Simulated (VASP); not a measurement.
# Ir (P6/mmm) in VASP: notebook

Ir is run at these levels: PBE; tasks: single point.

Program: VASP 6.6.1. These are calculated values, not measurements. Logs are shortened: lines on timing, memory, paths and dates and some standing lists are left out, and cuts for length are marked.

### Step 1. The cell of the first run

Symmetry: P6/mmm, No. 191, hexagonal system. Conventional cell: a = 2.354 Å, b = 2.354 Å, c = 2.250 Å, α = 90.00°, β = 90.00°, γ = 120.00°. Ir (site symmetry 6/mmm) has 8 Ir at 2.25 to 2.35 Å within 3.0 Å.

### Step 2. Single point, PBE

The input, INCAR:

```
SYSTEM = Ir
PREC = Accurate
ENCUT = 520
EDIFF = 1E-6
ISMEAR = -1
SIGMA = 0.05
LREAL = .False.
LASPH = .True.
NELM = 60
ALGO = Normal
ISIF = 2
LWAVE = .False.
LCHARG = .False.
GGA = PE
NBANDS = 10
```

The input, KPOINTS:

```
regular mesh
0
Gamma
  16 16 15
  0 0 0
```

The input, POSCAR:

```
Ir
1.0
    2.3543490814      0.0000000000      0.0000000000
   -1.1771745407      2.0389261138      0.0000000000
    0.0000000000      0.0000000000      2.2499962457
Ir
1
Direct
    0.0000000000      0.0000000000      0.0000000000
```

Potentials or basis: VASP PAW PBE potentials, release 64 (Ir).

The run is started by

```sh
$ cat potpaw_PBE.64/Ir/POTCAR > POTCAR
$ mpirun -np 1 vasp_std > vasp.out
```

OUTCAR:

```text
SYSTEM = Ir
   PREC = Accurate
   ENCUT = 520
   EDIFF = 1E-6
   ISMEAR = -1
   LREAL = .False.
   LASPH = .True.
   NELM = 60
   ISIF = 2
   GGA = PE

 ion  position               nearest neighbor table
   1  0.000  0.000  0.000-

  LATTYP: Found a hexagonal cell.
 ALAT       =     2.3543490814
 C/A-ratio  =     0.9556765662

  Lattice vectors:

 A1 = (   2.3543490814,   0.0000000000,   0.0000000000)
 A2 = (  -1.1771745407,   2.0389261138,   0.0000000000)
 A3 = (   0.0000000000,   0.0000000000,   2.2499962457)

Analysis of symmetry for initial positions (statically):
=====================================================================
 Subroutine PRICEL returns:
 Original cell was already a primitive cell.

 Routine SETGRP: Setting up the symmetry group for a
 hexagonal supercell.

 Subroutine GETGRP returns: Found 24 space group operations
 (whereof 24 operations were pure point group operations)
 out of a pool of 24 trial point group operations.

The static configuration has the point symmetry D_6h.

Analysis of symmetry for dynamics (positions and initial velocities):
=====================================================================
 Subroutine PRICEL returns:
 Original cell was already a primitive cell.

 Routine SETGRP: Setting up the symmetry group for a
 hexagonal supercell.

 Subroutine GETGRP returns: Found 24 space group operations
 (whereof 24 operations were pure point group operations)
 out of a pool of 24 trial point group operations.

The dynamic configuration has the point symmetry D_6h.

 Subroutine INISYM returns: Found 24 space group operations
 (whereof 24 operations are pure point group operations),
 and found     1 'primitive' translations

----------------------------------------------------------------------------------------

                                     Primitive cell

  volume of cell :      10.8008

  direct lattice vectors                    reciprocal lattice vectors
     2.354349081  0.000000000  0.000000000     0.424745849  0.245227130  0.000000000
    -1.177174541  2.038926114  0.000000000     0.000000000  0.490454261  0.000000000
     0.000000000  0.000000000  2.249996246     0.000000000  0.000000000  0.444445186

  length of vectors
     2.354349081  2.354349081  2.249996246     0.490454261  0.490454261  0.444445186

[... 80 lines left out ...]
   EDIFFG = 0.1E-04   stopping-criterion for IOM
   NSW    =      0    number of steps for IOM
   IBRION =     -1    ionic relax: 0-MD 1-quasi-New 2-CG
   NFREE  =      0    steps in history (QN), initial steepest desc. (CG)
   ISIF   =      2    stress and relaxation
   ISYM   =      2    0-nonsym 1-usesym 2-fastsym
   POTIM  = 0.5000    time-step for ionic-motion
   TEBEG  =    0.0;   TEEND  =   0.0 temperature during run
   PSTRESS=    0.0 pullay stress
   NELECT =       9.0000    total number of electrons
   NUPDOWN=      -1.0000    fix difference up-down
   EMIN   =  10.00;   EMAX   =-10.00  energy-range for DOS
   EFERMI =   0.00;   METHOD = LEGACY
   ISMEAR =    -1;   SIGMA  =   0.05  broadening in eV -4-tet -1-fermi 0-gaus
   EFERMI_NEDOS =   21; number of points for ismear=-14 and -15
   IALGO  =     38    algorithm
   IMIX   =      4    mixing-type and parameters
     AMIX     =   0.40;   BMIX     =  1.00
     AMIX_MAG =   1.60;   BMIX_MAG =  1.00
  volume/ion in A,a.u.               =      10.80        72.89
  Fermi-wavevector in a.u.,A,eV,Ry     =   1.540533  2.911185 32.289909  2.373241
  Thomas-Fermi vector in A             =   2.646606
   LORBIT       =      0    0 simple, 1 ext, 2 COOP (PROOUT), +10 PAW based schemes
   GGA     = PE    functional components
   LHFCALC =     F    Hartree Fock is set to
   AEXX    =    0.0000 exact exchange contribution
   IVDW    =     0    specifies the selected vdW correction
   LEPSILON=     F    determine dielectric tensor
   LRPA    =     F    only Hartree local field effects (RPA)
 non-spin polarized calculation
  energy-cutoff  :      520.00
  volume of cell :       10.80
 maximum number of plane-waves:       308
 NGX is ok and might be reduce to    18

 number of electron       9.0000000 magnetization

 Free energy of the ion-electron system (eV)
  ---------------------------------------------------
  ext. energy  EPLUGINS =         0.00000000
  ---------------------------------------------------
  free energy    TOTEN  =        -5.18719676 eV

  energy without entropy =       -5.18192823  energy(sigma->0) =       -5.18456249

 E-fermi :  15.4567     XC(G=0): -15.5317

 val. band max:       15.4563950933   @ k =   0.1875   0.0625   0.3333
 cond. band min:      15.4685183038   @ k =   0.0625   0.0625   0.4000
 fundamental gap:      0.0121232105
 Fermi energy:        15.4566674673

 k-point     1 :       0.0000    0.0000    0.0000
  band No.  band energies     occupation
      1       1.7214      2.00000
      2       4.9034      2.00000
      3       9.9555      2.00000
      4       9.9555      2.00000
      5      18.1690      0.00000
      6      18.1690      0.00000
      7      29.7319      0.00000
      8      33.2162      0.00000
      9      41.3797      0.00000
     10      41.3797      0.00000
[... 287 lines left out ...]
 k-point    24 :       0.2500    0.1875    0.0000
  band No.  band energies     occupation
      1       6.2254      2.00000
      2       6.8565      2.00000
      3       9.0356      2.00000
      4      13.5704      2.00000
      5      16.1983      0.00000
      6      18.5737      0.00000
      7      28.0220      0.00000
      8      30.2057      0.00000
      9      37.9540      0.00000
     10      43.8297      0.00000

 [... further k-points ...]

------------------------ aborting loop because EDIFF is reached ----------------------------------------

  FORCE on cell =-STRESS in cart. coord.  units (eV):
  Direction    XX          YY          ZZ          XY          YZ          ZX
  --------------------------------------------------------------------------------------
  -------------------------------------------------------------------------------------
  Total       19.0438363     19.0438363     18.7306678     -0.0000000      0.0000000      0.0000000
  in kB     2824.9507765   2824.9507763   2778.4955527     -0.0000000      0.0000000      0.0000000
  external PRESSURE =    2809.4657018 kB  Pullay stress =       0.0000000 kB

 VOLUME and BASIS-vectors are now :
 -----------------------------------------------------------------------------
  energy-cutoff  :      520.00
  volume of cell :       10.80
      direct lattice vectors                 reciprocal lattice vectors
     2.354349081  0.000000000  0.000000000     0.424745849  0.245227130  0.000000000
    -1.177174541  2.038926114  0.000000000     0.000000000  0.490454261  0.000000000
     0.000000000  0.000000000  2.249996246     0.000000000  0.000000000  0.444445186

 POSITION                                       TOTAL-FORCE (eV/Angst)
 -----------------------------------------------------------------------------------
      0.00000      0.00000      0.00000        -0.000000      0.000000      0.000000
 -----------------------------------------------------------------------------------
    total drift:                                0.000000      0.000000      0.000000

  FREE ENERGIE OF THE ION-ELECTRON SYSTEM (eV)
  ---------------------------------------------------
  free  energy   TOTEN  =        -5.1871967600 eV

  energy  without entropy=       -5.1819282293  energy(sigma->0) =       -5.18456249
```

OSZICAR:

```text
N       E                     dE             d eps       ncg     rms          rms(c)
DAV:   1     0.553473182475E+02    0.55347E+02   -0.45797E+03  4808   0.856E+02
DAV:   2    -0.478851395723E+01   -0.60136E+02   -0.58232E+02  4962   0.217E+02
DAV:   3    -0.556465136057E+01   -0.77614E+00   -0.77420E+00  5788   0.290E+01
DAV:   4    -0.557116412728E+01   -0.65128E-02   -0.65110E-02  5946   0.243E+00
DAV:   5    -0.557126263815E+01   -0.98511E-04   -0.98508E-04  5996   0.261E-01    0.336E+01
DAV:   6    -0.531687238633E+01    0.25439E+00   -0.10693E-01  5650   0.369E+00    0.186E+01
DAV:   7    -0.518957632870E+01    0.12730E+00   -0.11521E-01  5668   0.339E+00    0.853E-01
DAV:   8    -0.518722544210E+01    0.23509E-02   -0.58674E-03  5330   0.115E+00    0.101E-01
DAV:   9    -0.518719649048E+01    0.28952E-04   -0.55983E-05  6032   0.987E-02    0.292E-02
DAV:  10    -0.518719675997E+01   -0.26950E-06   -0.41978E-06  5906   0.263E-02
   1 F= -.51871968E+01 E0= -.51845625E+01  d E =-.526853E-02
```

Run time: 7.1 s. Hardware: 1 thread of Intel Xeon 6975P-C (Granite Rapids), shared host; peak memory 0.14 GiB.

What came out:

```
Free energy : -5.1872 eV
Pressure    : 280.9 GPa
```

Caveat: spin-orbit coupling is left out, which moves the levels of the heavy elements.

### Step 3. Single point, PBE

The input, INCAR:

```
ALGO     = Normal         # electronic algorithm
EDIFF    = 1E-6           # SCF threshold, eV
ENCUT    = 520            # plane-wave cutoff, eV
GGA      = PE             # functional
ISIF     = 2              # what is computed and relaxed
ISMEAR   = -1             # smearing method
LASPH    = T              # aspherical terms in the spheres
LCHARG   = F              # write CHGCAR
LREAL    = F              # projectors in reciprocal space
LWAVE    = F              # write WAVECAR
NBANDS   = 10             # bands
NELM     = 80             # most SCF steps
PREC     = Accurate       # precision mode
SIGMA    = 0.05           # smearing width, eV
```

The input, KPOINTS:

```
k-points
0
Gamma
  16 16 15
```

POSCAR is that of step 2.

Potentials or basis: VASP PAW PBE potentials, release 64 (Ir).

The run is started by

```sh
$ cat potpaw_PBE.64/Ir/POTCAR > POTCAR
$ mpirun -np 1 vasp_std > vasp.out
```

It took 7.3 s on 1 thread of Intel Xeon 6975P-C (Granite Rapids), shared host; peak memory 0.14 GiB.

It converged, with:

- Free energy: -5.1872 eV
- Pressure: 280.9 GPa

Stress tensor (GPa, compression positive):
```
282.50   0.00   0.00
  0.00 282.50   0.00
  0.00   0.00 277.85
```

Levels at points of the mesh, in eV from the Fermi level:
| k point | band 2 | band 3 | band 4 | band 5 | band 6 | band 7 |
| --- | --- | --- | --- | --- | --- | --- |
| (0.00, 0.00, 0.00) | -10.55 | -5.50 | -5.50 | 2.71 | 2.71 | 14.28 |
| (0.50, 0.00, 0.00) | -8.62 | -2.92 | -0.97 | 1.46 | 3.43 | 11.30 |

Caveat: spin-orbit coupling is left out, which moves the levels of the heavy elements.

[end of part 1 of 2]
